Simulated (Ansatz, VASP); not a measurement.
AlRh: VASP beside Ansatz

```
CELL_PARAMETERS angstrom
2.96000 0.00000 0.00000
0.00000 2.96000 0.00000
0.00000 0.00000 2.96000
ATOMIC_POSITIONS crystal
Rh 0.00000 0.00000 0.00000
Al 0.50000 0.50000 0.50000
```

Alike in both runs: task single point; functional LDA; k mesh 6 × 6 × 6; occupations gaussian, width 0.1 eV; no spin polarisation.

```csv
,VASP,Ansatz
version,VASP 6.6.1,Ansatz 0.2.0
potentials or method,"VASP PAW LDA potentials, release 64 (Rh_pv, Al), cutoff 500 eV","scalar-relativistic, plane waves, PAW"
valence electrons in the cell,18,20
```

|  | VASP | Ansatz | Ansatz less VASP |
| --- | --- | --- | --- |
| gap on the k mesh at the Fermi level (eV) | none | none | - |
| pressure (GPa) | -1.7 | -2.3 | -0.65 |

Ansatz warns that its potentials were made for another functional, while VASP's fit it. LDA's correlation is that of Perdew and Zunger in VASP and of Perdew and Wang (1992) in Ansatz. A gap of «none» marks a metal or a gap that the smearing closes. VASP's potentials hold 18 valence electrons a cell and Ansatz's 20, so a difference there can come from the potentials and not from the codes.
